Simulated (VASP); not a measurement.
# SrSbAu3 (P4/nmm) in VASP: further runs

SrSbAu3 is run at these levels: PBE; tasks: single point.

Everything below comes from runs of VASP 6.6.1. Logs are shortened: lines on timing, memory, paths and dates and some standing lists are left out, and cuts for length are marked.

### Step 1. The cell of the first run

The structure is tetragonal, space group P4/nmm (No. 129). The conventional cell has a = 6.430 Å, b = 6.430 Å, c = 5.670 Å, α = 90.00°, β = 90.00°, γ = 90.00°. Au (site symmetry 2/m) has 2 Sb at 2.63 Å and 6 Au at 2.91 to 3.22 Å and 4 Sr at 3.63 Å within 3.7 Å. Au (site symmetry 4mm) has 2 Sb at 2.53 to 3.14 Å and 4 Au at 2.91 Å and 4 Sr at 3.37 Å within 3.4 Å. Within 3.3 Å of Sb (site symmetry 4mm) lie 6 Au at 2.53 to 3.14 Å. Sr (site symmetry -4m2) has 12 Au at 3.37 to 3.63 Å and 4 Sb at 3.55 Å and 4 Sr at 4.55 Å within 4.6 Å.

### Step 2. Single point, PBE

The input, INCAR:

```
PREC = Accurate
ENCUT = 520
EDIFF = 1E-6
ISMEAR = -1
SIGMA = 0.1
LREAL = F
LASPH = T
NELM = 80
ALGO = Normal
ISIF = 2
LWAVE = F
LCHARG = F
GGA = PE
NBANDS = 59
```

The input, KPOINTS:

```
Automatic mesh
0
Gamma
  3 3 3
```

The input, POSCAR:

```
SrSbAu3
1.0
    6.4302450000      0.0000000000      0.0000000000
    0.0000000000      6.4302450000      0.0000000000
    0.0000000000      0.0000000000      5.6702220000
Au Sb Sr
6 2 2
Direct
    0.0000000000      0.5000000000      0.5000000000
    0.0000000000      0.0000000000      0.5000000000
    0.5000000000      0.0000000000      0.5000000000
    0.5000000000      0.5000000000      0.5000000000
    0.2500000000      0.2500000000      0.8197500000
    0.7500000000      0.7500000000      0.1802500000
    0.2500000000      0.2500000000      0.2656000000
    0.7500000000      0.7500000000      0.7344000000
    0.2500000000      0.7500000000      0.0000000000
    0.7500000000      0.2500000000      0.0000000000
```

Potentials or basis: VASP PAW PBE potentials, release 64 (Au, Sb, Sr_sv).

Launch:

```console
$ cat potpaw_PBE.64/Au/POTCAR potpaw_PBE.64/Sb/POTCAR potpaw_PBE.64/Sr_sv/POTCAR > POTCAR
$ mpirun -np 1 vasp_std > vasp.out
```

OUTCAR:

```text
PREC = Accurate
   ENCUT = 520
   EDIFF = 1E-6
   ISMEAR = -1
   LREAL = F
   LASPH = T
   NELM = 80
   ISIF = 2
   GGA = PE

 ion  position               nearest neighbor table
   1  0.000  0.500  0.500-   7 2.63   8 2.63   5 2.91   6 2.91   2 3.22   4 3.22   2 3.22   4 3.22
                             9 3.63  10 3.63   9 3.63  10 3.63
   2  0.000  0.000  0.500-   7 2.63   8 2.63   5 2.91   6 2.91   1 3.22   3 3.22   1 3.22   3 3.22
                             9 3.63  10 3.63   9 3.63  10 3.63
   3  0.500  0.000  0.500-   7 2.63   8 2.63   5 2.91   6 2.91   2 3.22   4 3.22   4 3.22   2 3.22
                             9 3.63  10 3.63   9 3.63  10 3.63
   4  0.500  0.500  0.500-   7 2.63   8 2.63   5 2.91   6 2.91   1 3.22   3 3.22   3 3.22   1 3.22
                             9 3.63  10 3.63   9 3.63  10 3.63
   5  0.250  0.250  0.820-   7 2.53   2 2.91   3 2.91   4 2.91   1 2.91   7 3.14  10 3.37   9 3.37
                             9 3.37  10 3.37
   6  0.750  0.750  0.180-   8 2.53   2 2.91   3 2.91   4 2.91   1 2.91   8 3.14   9 3.37  10 3.37
                            10 3.37   9 3.37
   7  0.250  0.250  0.266-   5 2.53   2 2.63   3 2.63   4 2.63   1 2.63   5 3.14   9 3.55  10 3.55
                             9 3.55  10 3.55
   8  0.750  0.750  0.734-   6 2.53   2 2.63   3 2.63   4 2.63   1 2.63   6 3.14  10 3.55   9 3.55
                            10 3.55   9 3.55
   9  0.250  0.750  0.000-   5 3.37   6 3.37   5 3.37   6 3.37   7 3.55   7 3.55   8 3.55   8 3.55
                             1 3.63   2 3.63   3 3.63   4 3.63   1 3.63   2 3.63   3 3.63   4 3.63
  10  0.750  0.250  0.000-   5 3.37   6 3.37   6 3.37   5 3.37   7 3.55   8 3.55   8 3.55   7 3.55
                             1 3.63   2 3.63   3 3.63   4 3.63   1 3.63   2 3.63   3 3.63   4 3.63

  LATTYP: Found a simple tetragonal cell.
 ALAT       =     6.4302450000
 C/A-ratio  =     0.8818049701

  Lattice vectors:

 A1 = (   6.4302450000,   0.0000000000,   0.0000000000)
 A2 = (   0.0000000000,   6.4302450000,   0.0000000000)
 A3 = (   0.0000000000,   0.0000000000,   5.6702220000)

Analysis of symmetry for initial positions (statically):
=====================================================================
 Subroutine PRICEL returns:
 Original cell was already a primitive cell.

 Routine SETGRP: Setting up the symmetry group for a
 simple tetragonal supercell.

 Subroutine GETGRP returns: Found 16 space group operations
 (whereof  4 operations were pure point group operations)
 out of a pool of 16 trial point group operations.

The static configuration has the point symmetry C_2h.
 The point group associated with its full space group is D_4h.

Analysis of symmetry for dynamics (positions and initial velocities):
=====================================================================
 Subroutine PRICEL returns:
 Original cell was already a primitive cell.

 Routine SETGRP: Setting up the symmetry group for a
 simple tetragonal supercell.

 Subroutine GETGRP returns: Found 16 space group operations
 (whereof  4 operations were pure point group operations)
 out of a pool of 16 trial point group operations.

The dynamic configuration has the point symmetry C_2h.
 The point group associated with its full space group is D_4h.

 Subroutine INISYM returns: Found 16 space group operations
 (whereof  4 operations are pure point group operations),
 and found     1 'primitive' translations

----------------------------------------------------------------------------------------

                                     Primitive cell

  volume of cell :     234.4526

  direct lattice vectors                    reciprocal lattice vectors
     6.430245000  0.000000000  0.000000000     0.155515070  0.000000000  0.000000000
     0.000000000  6.430245000  0.000000000     0.000000000  0.155515070  0.000000000
     0.000000000  0.000000000  5.670222000     0.000000000  0.000000000  0.176359938

  length of vectors
     6.430245000  6.430245000  5.670222000     0.155515070  0.155515070  0.176359938

  position of ions in fractional coordinates (direct lattice)
     0.000000000  0.500000000  0.500000000
     0.000000000  0.000000000  0.500000000
     0.500000000  0.000000000  0.500000000
     0.500000000  0.500000000  0.500000000
     0.250000000  0.250000000  0.819750000
     0.750000000  0.750000000  0.180250000
     0.250000000  0.250000000  0.265600000
     0.750000000  0.750000000  0.734400000
     0.250000000  0.750000000  0.000000000
     0.750000000  0.250000000  0.000000000

  ion indices of the primitive-cell ions
   primitive index   ion index
                 1           1
                 2           2
                 3           3
                 4           4
                 5           5
                 6           6
                 7           7
                 8           8
                 9           9
                10          10

----------------------------------------------------------------------------------------

 KPOINTS: Automatic mesh

Automatic generation of k-mesh.
 Grid dimensions read from file:
 generate k-points for:    3    3    3

 Generating k-lattice:

  Cartesian coordinates                     Fractional coordinates (reciprocal lattice)
     0.051838357  0.000000000  0.000000000     0.333333333  0.000000000  0.000000000
     0.000000000  0.051838357  0.000000000     0.000000000  0.333333333  0.000000000
     0.000000000  0.000000000  0.058786646     0.000000000  0.000000000  0.333333333

  Length of vectors
     0.051838357  0.051838357  0.058786646

  Shift w.r.t. Gamma in fractional coordinates (k-lattice)
     0.000000000  0.000000000  0.000000000

 Subroutine IBZKPT returns following result:
 ===========================================

 Found      6 irreducible k-points:

 Following reciprocal coordinates:
            Coordinates               Weight
  0.000000  0.000000  0.000000      1.000000
  0.333333  0.000000  0.000000      4.000000
  0.333333  0.333333  0.000000      4.000000
  0.000000  0.000000  0.333333      2.000000
  0.333333  0.000000  0.333333      8.000000
  0.333333  0.333333  0.333333      8.000000
   k-points           NKPTS =      6   k-points in BZ     NKDIM =      6   number of bands    NBANDS=     59
   number of dos      NEDOS =    301   number of ions     NIONS =     10
   total plane-waves  NPLWV =  96768
   dimension x,y,z NGX =    48 NGY =   48 NGZ =   42
   dimension x,y,z NGXF=    96 NGYF=   96 NGZF=   84
   ions per type =               6   2   2
   NGX,Y,Z   is equivalent  to a cutoff of  12.41, 12.41, 12.31 a.u.
   NGXF,Y,Z  is equivalent  to a cutoff of  24.82, 24.82, 24.63 a.u.
 SYSTEM =  unknown system
   PREC   = accura    normal or accurate (medium, high low for compatibility)
   ISTART =      0    job   : 0-new  1-cont  2-samecut
   ICHARG =      2    charge: 1-file 2-atom 10-const
   ISPIN  =      1    spin polarized calculation?
   LNONCOLLINEAR =      F non collinear calculations
   LSORBIT =      F    spin-orbit coupling
   LASPH  =      T    aspherical Exc in radial PAW
   ENCUT  =  520.0 eV  38.22 Ry    6.18 a.u.  11.96 11.96 10.54*2*pi/ulx,y,z
   NELM   =     80;   NELMIN=  2; NELMDL= -5     # of ELM steps
   EDIFF  = 0.1E-05   stopping-criterion for ELM
   LREAL  =      F    real-space projection
[... 7 lines left out ...]
   TEBEG  =    0.0;   TEEND  =   0.0 temperature during run
   PSTRESS=    0.0 pullay stress
   NELECT =      96.0000    total number of electrons
   NUPDOWN=      -1.0000    fix difference up-down
   EMIN   =  10.00;   EMAX   =-10.00  energy-range for DOS
   EFERMI =   0.00;   METHOD = LEGACY
   ISMEAR =    -1;   SIGMA  =   0.10  broadening in eV -4-tet -1-fermi 0-gaus
   EFERMI_NEDOS =   21; number of points for ismear=-14 and -15
   IALGO  =     38    algorithm
   IMIX   =      4    mixing-type and parameters
     AMIX     =   0.40;   BMIX     =  1.00
     AMIX_MAG =   1.60;   BMIX_MAG =  1.00
  volume/ion in A,a.u.               =      23.45       158.22
  Fermi-wavevector in a.u.,A,eV,Ry     =   1.215664  2.297272 20.107218  1.477839
  Thomas-Fermi vector in A             =   2.351044
   LORBIT       =      0    0 simple, 1 ext, 2 COOP (PROOUT), +10 PAW based schemes
   GGA     = PE    functional components
[... 5 lines left out ...]
 non-spin polarized calculation
  energy-cutoff  :      520.00
  volume of cell :      234.45
 maximum number of plane-waves:      6327
 NGX is ok and might be reduce to    48
   NGX = 23   NGY = 23   NGZ = 21

 number of electron      96.0000009 magnetization

 Free energy of the ion-electron system (eV)
  ---------------------------------------------------
  ext. energy  EPLUGINS =         0.00000000
  ---------------------------------------------------
  free energy    TOTEN  =       -35.41570394 eV

  energy without entropy =      -35.29368249  energy(sigma->0) =      -35.35469322

 E-fermi :   7.2392     XC(G=0): -10.6364

 val. band max:        7.1759270883   @ k =   0.3333   0.0000   0.0000
 cond. band min:       7.2801524218   @ k =   0.0000   0.0000   0.3333
 fundamental gap:      0.1042253335
 Fermi energy:         7.2392480696

 k-point     1 :       0.0000    0.0000    0.0000
  band No.  band energies     occupation
      1     -28.7295      2.00000
      2     -28.7249      2.00000
      3     -10.7982      2.00000
      4     -10.7982      2.00000
      5     -10.7561      2.00000
      6     -10.7411      2.00000
[... 51 lines left out ...]
     58      11.1222      0.00000
     59      11.2866      0.00000

 k-point     2 :       0.3333    0.0000    0.0000
  band No.  band energies     occupation
      1     -28.7283      2.00000
      2     -28.7260      2.00000
      3     -10.7905      2.00000
      4     -10.7823      2.00000
      5     -10.7590      2.00000
      6     -10.7513      2.00000
[... 51 lines left out ...]
     58      10.6116      0.00000
     59      11.4111      0.00000

 k-point     3 :       0.3333    0.3333    0.0000
  band No.  band energies     occupation
      1     -28.7277      2.00000
      2     -28.7265      2.00000
      3     -10.8178      2.00000
      4     -10.8021      2.00000
      5     -10.7485      2.00000
      6     -10.7465      2.00000
[... 51 lines left out ...]
     58      11.2850      0.00000
     59      11.2922      0.00000

 k-point     4 :       0.0000    0.0000    0.3333
  band No.  band energies     occupation
      1     -28.7294      2.00000
      2     -28.7249      2.00000
      3     -10.7954      2.00000
      4     -10.7954      2.00000
      5     -10.7678      2.00000
      6     -10.7418      2.00000
[... 51 lines left out ...]
     58      11.2095      0.00000
     59      11.7050      0.00000

 k-point     5 :       0.3333    0.0000    0.3333
  band No.  band energies     occupation
      1     -28.7282      2.00000
      2     -28.7260      2.00000
      3     -10.7882      2.00000
      4     -10.7804      2.00000
      5     -10.7611      2.00000
      6     -10.7572      2.00000
[... 51 lines left out ...]
     58      11.2068      0.00000
     59      11.5401      0.00000

 k-point     6 :       0.3333    0.3333    0.3333
  band No.  band energies     occupation
      1     -28.7276      2.00000
      2     -28.7265      2.00000
      3     -10.8143      2.00000
      4     -10.7994      2.00000
      5     -10.7554      2.00000
      6     -10.7495      2.00000
[... 51 lines left out ...]
     58      11.1457      0.00000
     59      11.3561      0.00000

------------------------ aborting loop because EDIFF is reached ----------------------------------------

  FORCE on cell =-STRESS in cart. coord.  units (eV):
  Direction    XX          YY          ZZ          XY          YZ          ZX
  --------------------------------------------------------------------------------------
  -------------------------------------------------------------------------------------
  Total        7.4746961      7.4746961     10.3715080      0.0000000     -0.0000000      0.0000000
  in kB       51.0797799     51.0797799     70.8757037      0.0000000     -0.0000000      0.0000000
  external PRESSURE =      57.6784212 kB  Pullay stress =       0.0000000 kB

 VOLUME and BASIS-vectors are now :
 -----------------------------------------------------------------------------
  energy-cutoff  :      520.00
  volume of cell :      234.45
      direct lattice vectors                 reciprocal lattice vectors
     6.430245000  0.000000000  0.000000000     0.155515070  0.000000000  0.000000000
     0.000000000  6.430245000  0.000000000     0.000000000  0.155515070  0.000000000
     0.000000000  0.000000000  5.670222000     0.000000000  0.000000000  0.176359938

 POSITION                                       TOTAL-FORCE (eV/Angst)
 -----------------------------------------------------------------------------------
      0.00000      3.21512      2.83511         0.000000      0.000000     -0.000000
      0.00000      0.00000      2.83511         0.000000      0.000000     -0.000000
      3.21512      0.00000      2.83511         0.000000      0.000000     -0.000000
      3.21512      3.21512      2.83511         0.000000      0.000000     -0.000000
      1.60756      1.60756      4.64816        -0.000000     -0.000000     -1.078618
      4.82268      4.82268      1.02206         0.000000     -0.000000      1.078618
      1.60756      1.60756      1.50601        -0.000000      0.000000     -0.404563
      4.82268      4.82268      4.16421        -0.000000     -0.000000      0.404563
      1.60756      4.82268      0.00000        -0.000000      0.000000     -0.000000
      4.82268      1.60756      0.00000         0.000000      0.000000     -0.000000
 -----------------------------------------------------------------------------------
    total drift:                                0.000000     -0.000000     -0.000000

  FREE ENERGIE OF THE ION-ELECTRON SYSTEM (eV)
  ---------------------------------------------------
  free  energy   TOTEN  =       -35.4157039432 eV

  energy  without entropy=      -35.2936824922  energy(sigma->0) =      -35.35469322
```

It took 50 s on 1 thread of AMD EPYC 9R45 (Zen 5), shared host; peak memory 0.3 GiB.

What came out:

```
Free energy            : -35.4157 eV
Pressure               : 5.8 GPa
Largest force          : 1.079 eV/Å
Band gap on the k mesh : zero (bands 48 and 49 overlap by 0.26 eV)
```

Forces on the atoms (eV/Å):
```
Au   0.000  0.000  0.000
Au   0.000  0.000  0.000
Au   0.000  0.000  0.000
Au   0.000  0.000  0.000
Au   0.000  0.000 -1.079
Au   0.000  0.000  1.079
Sb   0.000  0.000 -0.405
Sb   0.000  0.000  0.405
Sr   0.000  0.000  0.000
Sr   0.000  0.000  0.000
```

Levels at points of the mesh, in eV from the Fermi level:
| k point | band 44 | band 45 | band 46 | band 47 | band 48 | band 49 | band 50 | band 51 | band 52 | band 53 |
| --- | --- | --- | --- | --- | --- | --- | --- | --- | --- | --- |
| (0.00, 0.00, 0.00) | -3.08 | -2.81 | -2.41 | -2.41 | -1.17 | -0.13 | 0.51 | 0.51 | 0.64 | 3.11 |

Caveat: the k points lie up to 0.37 Å⁻¹ apart; spin-orbit coupling is left out, which moves the levels of the heavy elements; forces of over 1 eV/Å act on the atoms, so gaps and moduli don't describe the material at rest.

### Step 3. Single point, PBE

The input, INCAR:

```
PREC = Accurate
ENCUT = 520
EDIFF = 1E-6
ISMEAR = -1
SIGMA = 0.025
LREAL = False
LASPH = True
NELM = 60
ALGO = Normal
ISIF = 2
LWAVE = False
LCHARG = False
GGA = PE
NBANDS = 59
```

The input, KPOINTS:

```
Automatic mesh
0
Gamma
  3 3 3
  0.5 0.5 0.5
```

POSCAR is that of step 2.

Potentials or basis: VASP PAW PBE potentials, release 64 (Au, Sb, Sr_sv).

Launch:

```console
$ cat potpaw_PBE.64/Au/POTCAR potpaw_PBE.64/Sb/POTCAR potpaw_PBE.64/Sr_sv/POTCAR > POTCAR
$ mpirun -np 1 vasp_std > vasp.out
```

It took 49 s on 1 thread of AMD EPYC 9R45 (Zen 5), shared host; peak memory 0.3 GiB.

The run converged. Its results:

```
Free energy            : -34.9652 eV
Pressure               : 6.2 GPa
Largest force          : 1.095 eV/Å
Band gap on the k mesh : zero (bands 48 and 49 overlap by 1.04 eV)
```

Forces in eV/Å, atoms in the order of the input:
```
Au   0.000  0.000  0.000
Au   0.000  0.000  0.000
Au   0.000  0.000  0.000
Au   0.000  0.000  0.000
Au   0.000  0.000 -1.095
Au   0.000  0.000  1.095
Sb   0.000  0.000 -0.137
Sb   0.000  0.000  0.137
Sr   0.000  0.000  0.000
Sr   0.000  0.000  0.000
```

Stress tensor (GPa, compression positive):
```
4.43 0.00 0.00
0.00 4.43 0.00
0.00 0.00 9.83
```

Levels at points of the mesh, in eV from the Fermi level:
```tsv
k point	band 46	band 47	band 48	band 49	band 50	band 51
(0.50, 0.50, 0.50)	-2.62	1.03	1.03	1.06	1.06	1.24
```

Caveat: the k points lie up to 0.37 Å⁻¹ apart, too coarse for converged energies and pressures of a metal; spin-orbit coupling is left out, which moves the levels of the heavy elements; forces of over 1 eV/Å act on the atoms, so gaps and moduli don't describe the material at rest.

(Continued in part 2 of 2.)
